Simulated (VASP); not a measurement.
Write the native input for VASP 6.6.1 that does the following.

| Quantity | Value |
| --- | --- |
| Task | single point |
| Functional | r2SCAN |
| Potentials or basis | VASP PAW PBE potentials, release 64 (As) |
| Cutoff | 520 eV |
| k mesh | 18 × 18 × 6 |
| Occupations | gaussian, width 0.1 eV |
| Spin | no spin polarisation |
| Dipole correction | no |
| Further INCAR settings | ALGO = Normal; EDIFF = 1e-06; NBANDS = 18 |

Crystal: As.

```xyz
4
Lattice="2.9093 0.0000 0.0000 -1.4547 2.5195 0.0000 0.0000 0.0000 10.4815" Properties=species:S:1:pos:R:3 pbc="T T T"
As    0.0000    0.0000    0.0000
As    0.0000    0.0000    5.2408
As    0.0000    1.6797    7.8612
As    1.4547    0.8398    2.6204
```

These files were run (other wordings do the same):

POSCAR

```
As
1.0
    2.9093027161      0.0000000000      0.0000000000
   -1.4546513581      2.5195300594      0.0000000000
    0.0000000000      0.0000000000     10.4815419028
As
4
Direct
    0.0000000000      0.0000000000      0.0000000000
    0.0000000000      0.0000000000      0.5000000000
    0.3333333333      0.6666666667      0.7500000000
    0.6666666667      0.3333333333      0.2500000000
```

INCAR.step1

```
ALGO     = Normal         # electronic algorithm
EDIFF    = 1E-4           # SCF threshold, eV
ENCUT    = 520            # plane-wave cutoff, eV
GGA      = PE             # functional
ISMEAR   = 0              # smearing method
LASPH    = True           # aspherical terms in the spheres
LCHARG   = False          # write CHGCAR
LREAL    = False          # projectors in reciprocal space
LWAVE    = True           # write WAVECAR
NBANDS   = 18             # bands
NELM     = 100            # most SCF steps
PREC     = Accurate       # precision mode
SIGMA    = 0.1            # smearing width, eV
```

INCAR.step2

```
ALGO     = Normal         # electronic algorithm
EDIFF    = 1E-6           # SCF threshold, eV
ENCUT    = 520            # plane-wave cutoff, eV
ISIF     = 2              # what is computed and relaxed
ISMEAR   = 0              # smearing method
ISTART   = 1            
LASPH    = True           # aspherical terms in the spheres
LCHARG   = True           # write CHGCAR
LELF     = True           # ELF
LMIXTAU  = True         
LREAL    = False          # projectors in reciprocal space
LVHAR    = True         
LWAVE    = False          # write WAVECAR
METAGGA  = R2SCAN         # meta-GGA
NBANDS   = 18             # bands
NELM     = 100            # most SCF steps
PREC     = Accurate       # precision mode
SIGMA    = 0.1            # smearing width, eV
```

KPOINTS

```
k-points
0
Gamma
  18 18 6
```

Potentials or basis: VASP PAW PBE potentials, release 64 (As).

Command:

```bash
$ cat potpaw_PBE.64/As/POTCAR > POTCAR
$ cp INCAR.step1 INCAR
$ mpirun -np 1 vasp_std > vasp.out
$ cp INCAR.step2 INCAR
$ mpirun -np 1 vasp_std > vasp.out
```

Results of the run:

```
Pressure               : -0.1 GPa
Band gap on the k mesh : zero (band 10 reaches 11.87 eV, above the bottom of band 11 at 3.03 eV)
```

Caveat: the PAW data sets were made with another functional, which shifts forces and pressure a little.

It took 9 min on 1 thread of Intel(R) Xeon(R) Platinum 8375C CPU @ 2.90GHz (Ice Lake) (shared host), peak memory 0.31 GiB.
